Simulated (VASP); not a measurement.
# CsI (Pm-3m) in VASP: settings compared

The runs below take CsI through single point, with HSE06, PBE0.

Everything below comes from runs of VASP 6.6.1. Logs are shortened: lines on timing, memory, paths and dates and some standing lists are left out, and cuts for length are marked.

### 1 The cell of the first run

Symmetry: Pm-3m, No. 221, cubic system. The conventional cell has a = 4.608 Å, b = 4.608 Å, c = 4.608 Å, α = 90.00°, β = 90.00°, γ = 90.00°. Within 5.2 Å of Cs (site symmetry m-3m) lie 8 I at 3.99 Å and 6 Cs at 4.61 Å. I (site symmetry m-3m) has 8 Cs at 3.99 Å and 6 I at 4.61 Å within 5.2 Å.

### 2 Single point, HSE06

File POSCAR:

```
CsI
1.0
    4.6080832452      0.0000000000      0.0000000000
    0.0000000000      4.6080832452      0.0000000000
    0.0000000000      0.0000000000      4.6080832452
Cs I
1 1
Direct
    0.0000000000      0.0000000000      0.0000000000
    0.5000000000      0.5000000000      0.5000000000
```

File INCAR.step1:

```
PREC = Accurate ; ENCUT = 400
EDIFF = 1E-5 ; ISMEAR = 0
SIGMA = 0.01 ; LREAL = F
LASPH = T ; NELM = 120
ALGO = Normal ; ISIF = 2
LWAVE = T ; GGA = PE
NBANDS = 15 ; GGA_COMPAT = F
```

File INCAR.step2:

```
PREC = Accurate ; ENCUT = 400
EDIFF = 1E-6 ; ISMEAR = 0
SIGMA = 0.01 ; LREAL = F
LASPH = T ; NELM = 120
ALGO = Normal ; ISIF = 2
LWAVE = F ; LCHARG = T
GGA = PE ; LHFCALC = T
HFSCREEN = 0.2079 ; PRECFOCK = Normal
LELF = T ; LVHAR = T
ISTART = 1 ; NBANDS = 15
GGA_COMPAT = F
```

File KPOINTS:

```
regular mesh
0
Gamma
  4 4 4
```

Potentials or basis: VASP PAW PBE potentials, release 64 (Cs_sv, I).

Command:

```
$ cat potpaw_PBE.64/Cs_sv/POTCAR potpaw_PBE.64/I/POTCAR > POTCAR
$ cp INCAR.step1 INCAR
$ mpirun -np 1 vasp_std > vasp.out
$ cp INCAR.step2 INCAR
$ mpirun -np 1 vasp_std > vasp.out
```

OUTCAR:

```text
PREC = Accurate
   ENCUT = 400
   EDIFF = 1E-6
   ISMEAR = 0
   LREAL = F
   LASPH = T
   NELM = 120
   ISIF = 2
   GGA = PE
   LHFCALC = T
   HFSCREEN = 0.2079
   PRECFOCK = Normal
   ISTART = 1

 ion  position               nearest neighbor table
   1  0.000  0.000  0.000-
   2  0.500  0.500  0.500-

  LATTYP: Found a simple cubic cell.
 ALAT       =     4.6080832452

  Lattice vectors:

 A1 = (   4.6080832452,   0.0000000000,   0.0000000000)
 A2 = (   0.0000000000,   4.6080832452,   0.0000000000)
 A3 = (   0.0000000000,   0.0000000000,   4.6080832452)

Analysis of symmetry for initial positions (statically):
=====================================================================
 Subroutine PRICEL returns:
 Original cell was already a primitive cell.

 Routine SETGRP: Setting up the symmetry group for a
 simple cubic supercell.

 Subroutine GETGRP returns: Found 48 space group operations
 (whereof 48 operations were pure point group operations)
 out of a pool of 48 trial point group operations.

The static configuration has the point symmetry O_h .

Analysis of symmetry for dynamics (positions and initial velocities):
=====================================================================
 Subroutine PRICEL returns:
 Original cell was already a primitive cell.

 Routine SETGRP: Setting up the symmetry group for a
 simple cubic supercell.

 Subroutine GETGRP returns: Found 48 space group operations
 (whereof 48 operations were pure point group operations)
 out of a pool of 48 trial point group operations.

The dynamic configuration has the point symmetry O_h .

 Subroutine INISYM returns: Found 48 space group operations
 (whereof 48 operations are pure point group operations),
 and found     1 'primitive' translations

----------------------------------------------------------------------------------------

                                     Primitive cell

  volume of cell :      97.8500

  direct lattice vectors                    reciprocal lattice vectors
     4.608083245  0.000000000  0.000000000     0.217009969  0.000000000  0.000000000
     0.000000000  4.608083245  0.000000000     0.000000000  0.217009969  0.000000000
     0.000000000  0.000000000  4.608083245     0.000000000  0.000000000  0.217009969

  length of vectors
     4.608083245  4.608083245  4.608083245     0.217009969  0.217009969  0.217009969

  position of ions in fractional coordinates (direct lattice)
     0.000000000  0.000000000  0.000000000
     0.500000000  0.500000000  0.500000000

  ion indices of the primitive-cell ions
   primitive index   ion index
                 1           1
                 2           2

----------------------------------------------------------------------------------------

 KPOINTS: regular mesh

Automatic generation of k-mesh.
 Grid dimensions read from file:
 generate k-points for:    4    4    4

 Generating k-lattice:

  Cartesian coordinates                     Fractional coordinates (reciprocal lattice)
     0.054252492  0.000000000  0.000000000     0.250000000  0.000000000  0.000000000
     0.000000000  0.054252492  0.000000000     0.000000000  0.250000000  0.000000000
     0.000000000  0.000000000  0.054252492     0.000000000  0.000000000  0.250000000

  Length of vectors
     0.054252492  0.054252492  0.054252492

  Shift w.r.t. Gamma in fractional coordinates (k-lattice)
     0.000000000  0.000000000  0.000000000

 Subroutine IBZKPT returns following result:
 ===========================================

 Found     10 irreducible k-points:

 Following reciprocal coordinates:
            Coordinates               Weight
  0.000000  0.000000  0.000000      1.000000
  0.250000  0.000000  0.000000      6.000000
  0.500000  0.000000  0.000000      3.000000
  0.250000  0.250000  0.000000     12.000000
  0.500000  0.250000  0.000000     12.000000
  0.500000  0.500000  0.000000      3.000000
  0.250000  0.250000  0.250000      8.000000
  0.500000  0.250000  0.250000     12.000000
  0.500000  0.500000  0.250000      6.000000
  0.500000  0.500000  0.500000      1.000000
   k-points           NKPTS =     10   k-points in BZ     NKDIM =     64   number of bands    NBANDS=     15
   number of dos      NEDOS =    301   number of ions     NIONS =      2
   total plane-waves  NPLWV =  27000
   dimension x,y,z NGX =    30 NGY =   30 NGZ =   30
   dimension x,y,z NGXF=    60 NGYF=   60 NGZF=   60
   ions per type =               1   1
   NGX,Y,Z   is equivalent  to a cutoff of  10.82, 10.82, 10.82 a.u.
   NGXF,Y,Z  is equivalent  to a cutoff of  21.65, 21.65, 21.65 a.u.
 SYSTEM =  unknown system
   PREC   = accura    normal or accurate (medium, high low for compatibility)
   ISTART =      1    job   : 0-new  1-cont  2-samecut
   ICHARG =      0    charge: 1-file 2-atom 10-const
   ISPIN  =      1    spin polarized calculation?
   LNONCOLLINEAR =      F non collinear calculations
   LSORBIT =      F    spin-orbit coupling
   LASPH  =      T    aspherical Exc in radial PAW
   ENCUT  =  400.0 eV  29.40 Ry    5.42 a.u.   7.51  7.51  7.51*2*pi/ulx,y,z
   NELM   =    120;   NELMIN=  2; NELMDL=  0     # of ELM steps
   EDIFF  = 0.1E-05   stopping-criterion for ELM
   LREAL  =      F    real-space projection
   EDIFFG = 0.1E-04   stopping-criterion for IOM
   NSW    =      0    number of steps for IOM
   IBRION =     -1    ionic relax: 0-MD 1-quasi-New 2-CG
   NFREE  =      0    steps in history (QN), initial steepest desc. (CG)
   ISIF   =      2    stress and relaxation
   ISYM   =      3    0-nonsym 1-usesym 2-fastsym
   POTIM  = 0.5000    time-step for ionic-motion
   TEBEG  =    0.0;   TEEND  =   0.0 temperature during run
   PSTRESS=    0.0 pullay stress
   NELECT =      16.0000    total number of electrons
   NUPDOWN=      -1.0000    fix difference up-down
   EMIN   =  10.00;   EMAX   =-10.00  energy-range for DOS
   EFERMI =   0.00;   METHOD = LEGACY
   ISMEAR =     0;   SIGMA  =   0.01  broadening in eV -4-tet -1-fermi 0-gaus
   EFERMI_NEDOS =   21; number of points for ismear=-14 and -15
   IALGO  =     38    algorithm
   IMIX   =      1    mixing-type and parameters
     AMIX     =   0.40;   BMIX     =  1.00
     AMIX_MAG =   1.60;   BMIX_MAG =  1.00
  volume/ion in A,a.u.               =      48.93       330.16
  Fermi-wavevector in a.u.,A,eV,Ry     =   0.895216  1.691713 10.903868  0.801412
  Thomas-Fermi vector in A             =   2.017520
   LORBIT       =      0    0 simple, 1 ext, 2 COOP (PROOUT), +10 PAW based schemes
   GGA     = PE    functional components
   LHFCALC =     T    Hartree Fock is set to
   PRECFOCK=normal    Normal, Fast or Accurate (Low or Medium for compatibility)
   ENCUT4O =  -1.0   cutoff for four orbital integrals eV
   NKREDX  =     1    reduce k-point grid by
   NKREDY  =     1    reduce k-point grid by
   NKREDZ  =     1    reduce k-point grid by
   AEXX    =    0.2500 exact exchange contribution
   HFSCREEN=    0.2079 screening length (either q_TF or 0.3 A-1)
   HFSCREENC=   0.2079 screening length for correlation (either q_TF or 0.3 A-1)
   ENCUTFOCK=  -1.0 apply spherical cutoff to Coloumb kernel
   IVDW    =     0    specifies the selected vdW correction
   LEPSILON=     F    determine dielectric tensor
   LRPA    =     F    only Hartree local field effects (RPA)
 non-spin polarized calculation
 Gauss-broadening in eV      SIGMA  =   0.01
  energy-cutoff  :      400.00
  volume of cell :       97.85
 maximum number of plane-waves:      1800
  NGX = 24; NGY = 24; NGZ = 24

 number of electron      16.0000010 magnetization

 Free energy of the ion-electron system (eV)
  ---------------------------------------------------
  ext. energy  EPLUGINS =         0.00000000
  ---------------------------------------------------
  free energy    TOTEN  =        -6.30872680 eV

  energy without entropy =       -6.30872680  energy(sigma->0) =       -6.30872680

 E-fermi :   0.0481     XC(G=0):  -6.4264

 val. band max:       -0.0438690593   @ k =   0.5000   0.5000   0.0000
 cond. band min:       4.7318394144   @ k =   0.0000   0.0000   0.0000
 fundamental gap:      4.7757084737
 Fermi energy:         0.0481304488

 k-point     1 :       0.0000    0.0000    0.0000
  band No.  band energies     occupation
      1     -21.9284      2.00000
      2     -11.5606      2.00000
      3      -7.6221      2.00000
      4      -7.6221      2.00000
      5      -7.6221      2.00000
      6      -0.1436      2.00000
      7      -0.1436      2.00000
      8      -0.1436      2.00000
      9       4.7318      0.00000
     10       5.1432      0.00000
     11       5.1432      0.00000
     12       8.8682      0.00000
     13       8.8682      0.00000
     14       8.8682      0.00000
     15      11.2808      0.00000

 k-point     2 :       0.2500    0.0000    0.0000
  band No.  band energies     occupation
      1     -21.9162      2.00000
      2     -11.5614      2.00000
      3      -7.6911      2.00000
      4      -7.5907      2.00000
      5      -7.5907      2.00000
      6      -0.9826      2.00000
      7      -0.2096      2.00000
      8      -0.2096      2.00000
      9       5.5265      0.00000
     10       5.8547      0.00000
     11       6.3913      0.00000
     12       8.7509      0.00000
     13       8.7509      0.00000
     14       9.1548      0.00000
     15       9.2718      0.00000

 k-point     3 :       0.5000    0.0000    0.0000
  band No.  band energies     occupation
      1     -21.9039      2.00000
      2     -11.5650      2.00000
      3      -7.7459      2.00000
      4      -7.5587      2.00000
      5      -7.5587      2.00000
      6      -1.6234      2.00000
      7      -0.2784      2.00000
      8      -0.2784      2.00000
      9       6.2218      0.00000
     10       7.3500      0.00000
     11       7.6735      0.00000
     12       7.7896      0.00000
     13       8.9952      0.00000
     14       8.9952      0.00000
     15       9.5655      0.00000

 k-point     4 :       0.2500    0.2500    0.0000
  band No.  band energies     occupation
      1     -21.9046      2.00000
      2     -11.5184      2.00000
      3      -7.8014      2.00000
      4      -7.6579      2.00000
      5      -7.5657      2.00000
      6      -0.9950      2.00000
      7      -0.6202      2.00000
      8      -0.1865      2.00000
      9       5.9729      0.00000
     10       6.1544      0.00000
     11       7.0689      0.00000
     12       7.8096      0.00000
     13       8.6549      0.00000
     14       9.0496      0.00000
     15       9.6960      0.00000

 k-point     5 :       0.5000    0.2500    0.0000
  band No.  band energies     occupation
      1     -21.8930      2.00000
      2     -11.4759      2.00000
      3      -7.8549      2.00000
      4      -7.7752      2.00000
      5      -7.5405      2.00000
      6      -1.2922      2.00000
      7      -0.6508      2.00000
      8      -0.1655      2.00000
      9       5.9036      0.00000
     10       6.4749      0.00000
     11       7.8259      0.00000
     12       7.8776      0.00000
     13       7.9333      0.00000
     14       9.1853      0.00000
     15      10.0757      0.00000

 k-point     6 :       0.5000    0.5000    0.0000
  band No.  band energies     occupation
      1     -21.8819      2.00000
      2     -11.3797      2.00000
      3      -7.9744      2.00000
      4      -7.9744      2.00000
      5      -7.5221      2.00000
      6      -0.9528      2.00000
      7      -0.9528      2.00000
      8      -0.0439      2.00000
      9       5.1764      0.00000
     10       5.8849      0.00000
     11       7.1315      0.00000
     12       7.1315      0.00000
     13      10.6565      0.00000
     14      10.6590      0.00000
     15      10.6771      0.00000

 k-point     7 :       0.2500    0.2500    0.2500
  band No.  band energies     occupation
      1     -21.8935      2.00000
      2     -11.4613      2.00000
      3      -7.7574      2.00000
      4      -7.7574      2.00000
      5      -7.6790      2.00000
      6      -0.7824      2.00000
      7      -0.7481      2.00000
      8      -0.7481      2.00000
      9       6.9638      0.00000
     10       6.9638      0.00000
     11       7.1088      0.00000
     12       7.3008      0.00000
     13       8.0287      0.00000
     14       8.0287      0.00000
     15      11.4410      0.00000

 k-point     8 :       0.5000    0.2500    0.2500
  band No.  band energies     occupation
      1     -21.8823      2.00000
      2     -11.4027      2.00000
      3      -7.8828      2.00000
      4      -7.7586      2.00000
      5      -7.7122      2.00000
      6      -1.2145      2.00000
      7      -0.8778      2.00000
      8      -0.5484      2.00000
      9       6.4638      0.00000
     10       6.8303      0.00000
     11       6.9392      0.00000
     12       8.3651      0.00000
     13       8.9017      0.00000
     14       8.9036      0.00000
     15      10.9130      0.00000

 k-point     9 :       0.5000    0.5000    0.2500
  band No.  band energies     occupation
      1     -21.8716      2.00000
      2     -11.3252      2.00000
      3      -7.9177      2.00000
      4      -7.9177      2.00000
      5      -7.6950      2.00000
      6      -1.1609      2.00000
      7      -1.1609      2.00000
      8      -0.7859      2.00000
      9       6.2822      0.00000
     10       7.3646      0.00000
     11       7.4139      0.00000
     12       7.4139      0.00000
     13       9.9793      0.00000
     14       9.9793      0.00000
     15      10.8873      0.00000

 k-point    10 :       0.5000    0.5000    0.5000
  band No.  band energies     occupation
      1     -21.8613      2.00000
      2     -11.2689      2.00000
      3      -7.8588      2.00000
      4      -7.8588      2.00000
      5      -7.8588      2.00000
      6      -1.3646      2.00000
      7      -1.3646      2.00000
      8      -1.3646      2.00000
      9       8.0676      0.00000
     10       8.0676      0.00000
     11       8.0676      0.00000
     12       8.9045      0.00000
     13       8.9045      0.00000
     14       8.9045      0.00000
     15      10.9888      0.00000

------------------------ aborting loop because EDIFF is reached ----------------------------------------

  FORCE on cell =-STRESS in cart. coord.  units (eV):
  Direction    XX          YY          ZZ          XY          YZ          ZX
  --------------------------------------------------------------------------------------
  -------------------------------------------------------------------------------------
  Total        0.1218735      0.1218735      0.1218735      0.0000000      0.0000000     -0.0000000
  in kB        1.9955333      1.9955333      1.9955333      0.0000000      0.0000000     -0.0000000
  external PRESSURE =       1.9955333 kB  Pullay stress =       0.0000000 kB

 VOLUME and BASIS-vectors are now :
 -----------------------------------------------------------------------------
  energy-cutoff  :      400.00
  volume of cell :       97.85
      direct lattice vectors                 reciprocal lattice vectors
     4.608083245  0.000000000  0.000000000     0.217009969  0.000000000  0.000000000
     0.000000000  4.608083245  0.000000000     0.000000000  0.217009969  0.000000000
     0.000000000  0.000000000  4.608083245     0.000000000  0.000000000  0.217009969

 POSITION                                       TOTAL-FORCE (eV/Angst)
 -----------------------------------------------------------------------------------
      0.00000      0.00000      0.00000         0.000000      0.000000      0.000000
      2.30404      2.30404      2.30404         0.000000      0.000000      0.000000
 -----------------------------------------------------------------------------------
    total drift:                                0.000000      0.000000      0.000000

  FREE ENERGIE OF THE ION-ELECTRON SYSTEM (eV)
  ---------------------------------------------------
  free  energy   TOTEN  =        -6.3087267952 eV

  energy  without entropy=       -6.3087267952  energy(sigma->0) =       -6.30872680
```

Run time: 5.3 min. Hardware: 1 thread of Intel Xeon Platinum 8259CL at 2.50GHz (Skylake/Cascade Lake), shared host; peak memory 0.28 GiB.

What came out:

* Free energy: -6.3087 eV
* Pressure: 0.2 GPa
* Band gap on the k mesh: 4.78 eV, indirect (least direct gap 4.88 eV)

Caveat: the PAW data sets were made with another functional, which shifts forces and pressure a little; spin-orbit coupling is left out, which moves the levels of the heavy elements.

### 3 Single point, PBE0

POSCAR is that of step 2.

File INCAR.step1:

```
SYSTEM = CsI
PREC     = Accurate       ! precision mode
ENCUT    = 400            ! plane-wave cutoff, eV
EDIFF    = 1E-5           ! SCF threshold, eV
ISMEAR   = 0              ! smearing method
SIGMA    = 0.01           ! smearing width, eV
LREAL    = .False.        ! projectors in reciprocal space
LASPH    = .True.         ! aspherical terms in the spheres
NELM     = 120            ! most SCF steps
ALGO     = Normal         ! electronic algorithm
ISIF     = 2              ! what is computed and relaxed
LWAVE    = .True.         ! write WAVECAR
LCHARG   = .False.        ! write CHGCAR
GGA      = PE             ! functional
NBANDS   = 15             ! bands
GGA_COMPAT= .False.
```

File INCAR.step2:

```
SYSTEM = CsI
PREC     = Accurate       ! precision mode
ENCUT    = 400            ! plane-wave cutoff, eV
EDIFF    = 1E-6           ! SCF threshold, eV
ISMEAR   = 0              ! smearing method
SIGMA    = 0.01           ! smearing width, eV
LREAL    = .False.        ! projectors in reciprocal space
LASPH    = .True.         ! aspherical terms in the spheres
NELM     = 120            ! most SCF steps
ALGO     = Normal         ! electronic algorithm
ISIF     = 2              ! what is computed and relaxed
LWAVE    = .False.        ! write WAVECAR
LCHARG   = .False.        ! write CHGCAR
GGA      = PE             ! functional
LHFCALC  = .True.         ! exact exchange
AEXX     = 0.25           ! exact-exchange fraction
PRECFOCK = Normal       
ISTART   = 1            
NBANDS   = 15             ! bands
GGA_COMPAT= .False.
```

File KPOINTS:

```
Automatic mesh
0
Gamma
  4 4 4
  0 0 0
```

Potentials or basis: VASP PAW PBE potentials, release 64 (Cs_sv, I).

Command:

```
$ cat potpaw_PBE.64/Cs_sv/POTCAR potpaw_PBE.64/I/POTCAR > POTCAR
$ cp INCAR.step1 INCAR
$ mpirun -np 1 vasp_std > vasp.out
$ cp INCAR.step2 INCAR
$ mpirun -np 1 vasp_std > vasp.out
```

Run time: 5.4 min. Hardware: 1 thread of Intel Xeon Platinum 8259CL at 2.50GHz (Skylake/Cascade Lake), shared host; peak memory 0.18 GiB.

The run converged. Its results:

- Free energy: -6.8324 eV
- Pressure: 0.1 GPa
- Band gap on the k mesh: 5.47 eV, indirect (least direct gap 5.58 eV)

Levels at points of the mesh, in eV from the valence-band top:
| k point | band 4 | band 5 | band 6 | band 7 | band 8 | band 9 | band 10 | band 11 | band 12 | band 13 |
| --- | --- | --- | --- | --- | --- | --- | --- | --- | --- | --- |
| (0.00, 0.00, 0.00) | -7.60 | -7.60 | -0.10 | -0.10 | -0.10 | 5.47 | 5.91 | 5.91 | 9.67 | 9.67 |
| (0.50, 0.00, 0.00) | -7.53 | -7.53 | -1.62 | -0.24 | -0.24 | 7.00 | 8.11 | 8.46 | 8.55 | 9.80 |
| (0.50, 0.50, 0.00) | -7.96 | -7.49 | -0.93 | -0.93 | 0.00 | 5.94 | 6.65 | 7.92 | 7.92 | 11.44 |
| (0.50, 0.50, 0.50) | -7.84 | -7.84 | -1.35 | -1.35 | -1.35 | 8.84 | 8.84 | 8.84 | 9.71 | 9.71 |

Caveat: the PAW data sets were made with another functional, which shifts forces and pressure a little; spin-orbit coupling is left out, which moves the levels of the heavy elements.
